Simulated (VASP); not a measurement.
Write the native input for VASP 6.6.1 that does the following.

- Task: single point
- Functional: r2SCAN
- Potentials or basis: VASP PAW PBE potentials, release 64 (In_d, Sb_d_GW)
- Cutoff: 550 eV
- k mesh: 6 × 6 × 6
- Occupations: fermi-dirac, width 0.02 eV
- Spin: no spin polarisation
- Dipole correction: no
- Further INCAR settings: ALGO = Normal; EDIFF = 1e-06; NBANDS = 21

InSb:

```xyz
2
Lattice="0.0000 3.2464 3.2464 3.2464 0.0000 3.2464 3.2464 3.2464 0.0000" Properties=species:S:1:pos:R:3 pbc="T T T"
In    0.0000    0.0000    0.0000
Sb    1.6232    1.6232    1.6232
```

These files were run (other wordings do the same):

POSCAR

```
InSb
1.0
    0.0000000000      3.2463843595      3.2463843595
    3.2463843595      0.0000000000      3.2463843595
    3.2463843595      3.2463843595      0.0000000000
In Sb
1 1
Direct
    0.0000000000      0.0000000000      0.0000000000
    0.2500000000      0.2500000000      0.2500000000
```

INCAR.step1

```
PREC     = Accurate       # precision mode
ENCUT    = 550            # plane-wave cutoff, eV
ISMEAR   = -1             # smearing method
SIGMA    = 0.02           # smearing width, eV
LREAL    = F              # projectors in reciprocal space
LASPH    = T              # aspherical terms in the spheres
NELM     = 120            # most SCF steps
NBANDS   = 21             # bands
GGA      = PE             # functional
ALGO     = Normal         # electronic algorithm
EDIFF    = 1E-5           # SCF threshold, eV
LWAVE    = T              # write WAVECAR
LCHARG   = F              # write CHGCAR
GGA_COMPAT= F
```

INCAR.step2

```
PREC     = Accurate       # precision mode
ENCUT    = 550            # plane-wave cutoff, eV
EDIFF    = 1E-6           # SCF threshold, eV
ISMEAR   = -1             # smearing method
SIGMA    = 0.02           # smearing width, eV
LREAL    = F              # projectors in reciprocal space
LASPH    = T              # aspherical terms in the spheres
NELM     = 120            # most SCF steps
ALGO     = Normal         # electronic algorithm
ISIF     = 2              # what is computed and relaxed
LWAVE    = F              # write WAVECAR
LCHARG   = F              # write CHGCAR
METAGGA  = R2SCAN         # meta-GGA
LMIXTAU  = T            
NBANDS   = 21             # bands
ISTART   = 1            
GGA_COMPAT= F
```

KPOINTS

```
regular mesh
0
Gamma
  6 6 6
```

Potentials or basis: VASP PAW PBE potentials, release 64 (In_d, Sb_d_GW).

The run is started by

```bash
$ cat potpaw_PBE.64/In_d/POTCAR potpaw_PBE.64/Sb_d_GW/POTCAR > POTCAR
$ cp INCAR.step1 INCAR
$ mpirun -np 1 vasp_std > vasp.out
$ cp INCAR.step2 INCAR
$ mpirun -np 1 vasp_std > vasp.out
```

It gave:

The pressure is 1.3 GPa and the band gap on the k mesh is 0.20 eV.

Caveat: semilocal functionals underestimate gaps, and a narrow one can read as zero; the PAW data sets were made with another functional, which shifts forces and pressure a little; spin-orbit coupling is left out, which moves the levels of the heavy elements.

Run time: 54 s on 1 thread of Intel(R) Xeon(R) 6975P-C (Granite Rapids), with other jobs on the host, peak memory 0.23 GiB.
